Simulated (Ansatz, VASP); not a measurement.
**CdTe: VASP beside Ansatz**

File INCAR:

```
PREC = Accurate
ENCUT = 520
EDIFF = 1E-6
ISMEAR = -1
SIGMA = 0.05
LREAL = F
LASPH = T
NELM = 100
ALGO = Normal
ISIF = 2
LWAVE = F
LCHARG = T
GGA = CA
LELF = T
LVHAR = T
NBANDS = 16
```

File KPOINTS:

```
Automatic mesh
0
Gamma
  13 13 13
```

File POSCAR:

```
CdTe
1.0
    0.0000000000      2.7529996036      2.7529996036
    2.7529996036      0.0000000000      2.7529996036
    2.7529996036      2.7529996036      0.0000000000
Cd Te
1 1
Direct
    0.0000000000      0.0000000000      0.0000000000
    0.5000000000      0.5000000000      0.5000000000
```

Input for Ansatz:

```yaml
crystal:
  lattice:
    - [0.0, 2.7529996036, 2.7529996036]
    - [2.7529996036, 0.0, 2.7529996036]
    - [2.7529996036, 2.7529996036, 0.0]
  atoms:
    - { symbol: Cd, position: [0.0, 0.0, 0.0] }
    - { symbol: Te, position: [0.5, 0.5, 0.5] }
kpoints:
  mp_grid: { grid: [13, 13, 13] }
scf:
  occupations: { method: fermi_dirac, width: 0.05 }
hamiltonian:
  xc: lda
  pseudopotentials: { kind: paw }
output:
  forces: true
  stress: true
  eigenvalues: true
  populations: true
```

Change from the starting cell: volume scaled by 0.8, PAW files.

Alike in both runs: task single point; functional LDA; k mesh 13 × 13 × 13; occupations fermi-dirac, width 0.05 eV; no spin polarisation.

|  | VASP | Ansatz |
| --- | --- | --- |
| version | VASP 6.6.1 | Ansatz 0.2.0 |
| potentials or method | VASP PAW LDA potentials, release 64 (Cd, Te) | PAW with Ansatz's default frozen-core files, scalar-relativistic |
| plane-wave cutoff (eV) | 520 | 420 |
| valence electrons in the cell | 18 | 36 |

|  | VASP | Ansatz | Ansatz less VASP |
| --- | --- | --- | --- |
| pressure (GPa) | 25.0 | 24.0 | -1.07 |

LDA's correlation is that of Perdew and Zunger in VASP and of Perdew and Wang (1992) in Ansatz. VASP's potentials hold 18 valence electrons a cell and Ansatz's 36, so a difference there can come from the potentials and not from the codes.

Neither program's run includes spin-orbit coupling.
